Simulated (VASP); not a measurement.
# CoW3 (P4mm) in VASP: further runs

Runs on CoW3. Level: PBEsol. Tasks: single point.

Program: VASP 6.6.1. These are calculated values, not measurements. Logs are shortened: lines on timing, memory, paths and dates and some standing lists are left out, and cuts for length are marked.

### 1 The cell of the first run

Symmetry: P4mm, No. 99, tetragonal system. The conventional cell has a = 3.858 Å, b = 3.858 Å, c = 3.858 Å, α = 90.00°, β = 90.00°, γ = 90.00°. Co (site symmetry 4mm) has 12 W at 2.40 to 3.10 Å within 3.2 Å. Within 3.2 Å of W (site symmetry 2mm) lie 4 Co at 2.40 to 3.10 Å and 8 W at 2.73 Å. Within 3.6 Å of W (site symmetry 4mm) lie 8 W at 2.73 Å and 4 Co at 2.77 Å.

### 2 Single point, PBEsol (all Co atoms moved -0.500 Å, as atom 1 along Cartesian [0 0 1])

Contents of INCAR:

```
PREC = Accurate
ENCUT = 520
EDIFF = 1E-6
ISMEAR = 0
SIGMA = 0.15
LREAL = False
LASPH = True
NELM = 60
ALGO = Fast
ISIF = 2
LWAVE = False
LCHARG = False
GGA = PS
NBANDS = 34
```

Contents of KPOINTS:

```
regular mesh
0
Gamma
  12 12 12
```

Contents of POSCAR:

```
CoW3
1.0
    3.8582449849      0.0000000000      0.0000000000
    0.0000000000      3.8582449849      0.0000000000
    0.0000000000      0.0000000000      3.8582449849
Co W
1 3
Direct
    0.0000000000      0.0000000000     -0.1295926003
    0.0000000000      0.5000000000      0.5000000000
    0.5000000000      0.0000000000      0.5000000000
    0.5000000000      0.5000000000      0.0000000000
```

Potentials or basis: VASP PAW PBE potentials, release 64 (Co, W_sv).

Command:

```sh
> cat potpaw_PBE.64/Co/POTCAR potpaw_PBE.64/W_sv/POTCAR > POTCAR
> mpirun -np 1 vasp_std > vasp.out
```

OUTCAR:

```text
PREC = Accurate
   ENCUT = 520
   EDIFF = 1E-6
   ISMEAR = 0
   LREAL = False
   LASPH = True
   NELM = 60
   ISIF = 2
   GGA = PS

 ion  position               nearest neighbor table
   1  0.000  0.000  0.870-   2 2.40   3 2.40   2 2.40   3 2.40   4 2.77   4 2.77   4 2.77   4 2.77
                             3 3.10   2 3.10   3 3.10   2 3.10
   2  0.000  0.500  0.500-   1 2.40   1 2.40   4 2.73   4 2.73   3 2.73   3 2.73   3 2.73   4 2.73
                             4 2.73   3 2.73   1 3.10   1 3.10
   3  0.500  0.000  0.500-   1 2.40   1 2.40   4 2.73   4 2.73   2 2.73   4 2.73   4 2.73   2 2.73
                             2 2.73   2 2.73   1 3.10   1 3.10
   4  0.500  0.500  0.000-   2 2.73   3 2.73   2 2.73   3 2.73   3 2.73   3 2.73   2 2.73   2 2.73
                             1 2.77   1 2.77   1 2.77   1 2.77

  LATTYP: Found a simple cubic cell.
 ALAT       =     3.8582449849

  Lattice vectors:

 A1 = (   3.8582449849,   0.0000000000,   0.0000000000)
 A2 = (   0.0000000000,   3.8582449849,   0.0000000000)
 A3 = (   0.0000000000,   0.0000000000,   3.8582449849)

Analysis of symmetry for initial positions (statically):
=====================================================================
 Subroutine PRICEL returns:
 Original cell was already a primitive cell.

 Routine SETGRP: Setting up the symmetry group for a
 simple cubic supercell.

 Subroutine GETGRP returns: Found  8 space group operations
 (whereof  8 operations were pure point group operations)
 out of a pool of 48 trial point group operations.

The static configuration has the point symmetry C_4v.

Analysis of symmetry for dynamics (positions and initial velocities):
=====================================================================
 Subroutine PRICEL returns:
 Original cell was already a primitive cell.

 Routine SETGRP: Setting up the symmetry group for a
 simple cubic supercell.

 Subroutine GETGRP returns: Found  8 space group operations
 (whereof  8 operations were pure point group operations)
 out of a pool of 48 trial point group operations.

The dynamic configuration has the point symmetry C_4v.

 Subroutine INISYM returns: Found  8 space group operations
 (whereof  8 operations are pure point group operations),
 and found     1 'primitive' translations

----------------------------------------------------------------------------------------

                                     Primitive cell

  volume of cell :      57.4340

  direct lattice vectors                    reciprocal lattice vectors
     3.858244985  0.000000000  0.000000000     0.259185201  0.000000000  0.000000000
     0.000000000  3.858244985  0.000000000     0.000000000  0.259185201  0.000000000
     0.000000000  0.000000000  3.858244985     0.000000000  0.000000000  0.259185201

  length of vectors
     3.858244985  3.858244985  3.858244985     0.259185201  0.259185201  0.259185201

  position of ions in fractional coordinates (direct lattice)
     0.000000000  0.000000000  0.870407400
     0.000000000  0.500000000  0.500000000
     0.500000000  0.000000000  0.500000000
     0.500000000  0.500000000  0.000000000

  ion indices of the primitive-cell ions
   primitive index   ion index
                 1           1
                 2           2
                 3           3
                 4           4

----------------------------------------------------------------------------------------

 KPOINTS: regular mesh

Automatic generation of k-mesh.
 Grid dimensions read from file:
 generate k-points for:   12   12   12

 Generating k-lattice:

  Cartesian coordinates                     Fractional coordinates (reciprocal lattice)
     0.021598767  0.000000000  0.000000000     0.083333333  0.000000000  0.000000000
     0.000000000  0.021598767  0.000000000     0.000000000  0.083333333  0.000000000
     0.000000000  0.000000000  0.021598767     0.000000000  0.000000000  0.083333333

  Length of vectors
     0.021598767  0.021598767  0.021598767

  Shift w.r.t. Gamma in fractional coordinates (k-lattice)
     0.000000000  0.000000000  0.000000000

 Subroutine IBZKPT returns following result:
 ===========================================

 Found    196 irreducible k-points:

 Following reciprocal coordinates:
            Coordinates               Weight
  0.000000  0.000000  0.000000      1.000000
  0.083333  0.000000  0.000000      4.000000
  0.000000  0.000000  0.083333      2.000000
  0.166667  0.000000  0.000000      4.000000
  0.000000  0.000000  0.166667      2.000000
  0.250000  0.000000  0.000000      4.000000
[... 16 lines left out ...]
  0.000000  0.333333  0.083333      8.000000
  0.083333  0.000000  0.333333      8.000000
 [... further k-points ...]
   k-points           NKPTS =    196   k-points in BZ     NKDIM =    196   number of bands    NBANDS=     34
   number of dos      NEDOS =    301   number of ions     NIONS =      4
   total plane-waves  NPLWV =  27000
[... 28 lines left out ...]
   EMIN   =  10.00;   EMAX   =-10.00  energy-range for DOS
   EFERMI =   0.00;   METHOD = LEGACY
   ISMEAR =     0;   SIGMA  =   0.15  broadening in eV -4-tet -1-fermi 0-gaus
   EFERMI_NEDOS =   21; number of points for ismear=-14 and -15
   IALGO  =     68    algorithm
   IMIX   =      4    mixing-type and parameters
     AMIX     =   0.40;   BMIX     =  1.00
     AMIX_MAG =   1.60;   BMIX_MAG =  1.00
  volume/ion in A,a.u.               =      14.36        96.90
  Fermi-wavevector in a.u.,A,eV,Ry     =   1.573530  2.973541 33.687989  2.475997
  Thomas-Fermi vector in A             =   2.674801
   LORBIT       =      0    0 simple, 1 ext, 2 COOP (PROOUT), +10 PAW based schemes
   GGA     = PS    functional components
   LHFCALC =     F    Hartree Fock is set to
   AEXX    =    0.0000 exact exchange contribution
   IVDW    =     0    specifies the selected vdW correction
   LEPSILON=     F    determine dielectric tensor
   LRPA    =     F    only Hartree local field effects (RPA)
 non-spin polarized calculation
 RMM-DIIS sequential band-by-band and
 Gauss-broadening in eV      SIGMA  =   0.15
  energy-cutoff  :      520.00
  volume of cell :       57.43
 maximum number of plane-waves:      1568
 NGX is ok and might be reduce to    30
   NGX = 15   NGY = 15   NGZ = 15

 number of electron      51.0000018 magnetization

 Free energy of the ion-electron system (eV)
  ---------------------------------------------------
  ext. energy  EPLUGINS =         0.00000000
  ---------------------------------------------------
  free energy    TOTEN  =       -47.30824379 eV

  energy without entropy =      -47.25537455  energy(sigma->0) =      -47.28180917

 E-fermi :  10.9070     XC(G=0): -13.7626

 val. band max:       10.9003088385   @ k =   0.5000   0.4167   0.4167
 cond. band min:      10.9104888606   @ k =   0.3333   0.0000   0.5000
 fundamental gap:      0.0101800221
 Fermi energy:        10.9070056844

 k-point     1 :       0.0000    0.0000    0.0000
  band No.  band energies     occupation
      1     -62.7089      2.00000
      2     -62.5204      2.00000
      3     -62.5179      2.00000
      4     -27.4907      2.00000
      5     -27.4907      2.00000
      6     -27.4853      2.00000
[... 26 lines left out ...]
     33      16.7922      0.00000
     34      17.7096      0.00000

 k-point     2 :       0.0833    0.0000    0.0000
  band No.  band energies     occupation
      1     -62.7060      2.00000
      2     -62.5229      2.00000
      3     -62.5182      2.00000
      4     -27.4793      2.00000
      5     -27.4744      2.00000
      6     -27.4738      2.00000
[... 26 lines left out ...]
     33      16.6041      0.00000
     34      17.7758      0.00000

 k-point     3 :       0.0000    0.0000    0.0833
  band No.  band energies     occupation
      1     -62.7061      2.00000
      2     -62.5207      2.00000
      3     -62.5204      2.00000
      4     -27.4803      2.00000
      5     -27.4803      2.00000
      6     -27.4686      2.00000
[... 26 lines left out ...]
     33      16.6027      0.00000
     34      17.7372      0.00000
[... 704 lines left out ...]
 k-point    23 :       0.0000    0.3333    0.0833
  band No.  band energies     occupation
      1     -62.6661      2.00000
      2     -62.5603      2.00000
      3     -62.5204      2.00000
      4     -27.3667      2.00000
      5     -27.3243      2.00000
      6     -27.2015      2.00000
[... 26 lines left out ...]
     33      15.2089      0.00000
     34      17.2872      0.00000

 k-point    24 :       0.0833    0.0000    0.3333
  band No.  band energies     occupation
      1     -62.6671      2.00000
      2     -62.5576      2.00000
      3     -62.5222      2.00000
      4     -27.3775      2.00000
      5     -27.3431      2.00000
      6     -27.2023      2.00000
[... 26 lines left out ...]
     33      15.2821      0.00000
     34      17.2382      0.00000

 [... further k-points ...]

------------------------ aborting loop because EDIFF is reached ----------------------------------------

  FORCE on cell =-STRESS in cart. coord.  units (eV):
  Direction    XX          YY          ZZ          XY          YZ          ZX
  --------------------------------------------------------------------------------------
  -------------------------------------------------------------------------------------
  Total        5.7289724      5.7289724      1.6831352      0.0000000      0.0000000     -0.0000000
  in kB      159.8151377    159.8151377     46.9526577      0.0000000      0.0000000     -0.0000000
  external PRESSURE =     122.1943110 kB  Pullay stress =       0.0000000 kB

 VOLUME and BASIS-vectors are now :
 -----------------------------------------------------------------------------
  energy-cutoff  :      520.00
  volume of cell :       57.43
      direct lattice vectors                 reciprocal lattice vectors
     3.858244985  0.000000000  0.000000000     0.259185201  0.000000000  0.000000000
     0.000000000  3.858244985  0.000000000     0.000000000  0.259185201  0.000000000
     0.000000000  0.000000000  3.858244985     0.000000000  0.000000000  0.259185201

 POSITION                                       TOTAL-FORCE (eV/Angst)
 -----------------------------------------------------------------------------------
      0.00000      0.00000      3.35824        -0.000000     -0.000000      3.233573
      0.00000      1.92912      1.92912         0.000000     -0.000000     -1.898231
      1.92912      0.00000      1.92912        -0.000000     -0.000000     -1.898231
      1.92912      1.92912      0.00000        -0.000000      0.000000      0.562888
 -----------------------------------------------------------------------------------
    total drift:                                0.000000      0.000000      0.001042

  FREE ENERGIE OF THE ION-ELECTRON SYSTEM (eV)
  ---------------------------------------------------
  free  energy   TOTEN  =       -47.3082437933 eV

  energy  without entropy=      -47.2553745460  energy(sigma->0) =      -47.28180917
```

Run time: 6.7 min. Hardware: 1 thread of Intel Xeon Platinum 8259CL at 2.50GHz (Skylake/Cascade Lake), shared host; peak memory 0.4 GiB.

Results:

| Item | Value |
| --- | --- |
| Free energy | -47.3082 eV |
| Pressure | 12.2 GPa |
| Largest force | 3.234 eV/Å |
| Band gap on the k mesh | zero (an odd number of electrons rules out a gap without spin polarisation) |

Forces in eV/Å, atoms in the order of the input:
```
Co   0.000  0.000  3.234
W    0.000  0.000 -1.898
W    0.000  0.000 -1.898
W    0.000  0.000  0.563
```

Caveat: the cell differs from its parent crystal (all Co atoms moved -0.500 Å, as atom 1 along Cartesian [0 0 1]); the stress differs along the axes, from 5 to 16 GPa; the PAW data sets were made with another functional, which shifts forces and pressure a little; spin-orbit coupling is left out, which moves the levels of the heavy elements; the run has no spin polarisation, though such a crystal can be magnetic.

[end of part 1 of 2]
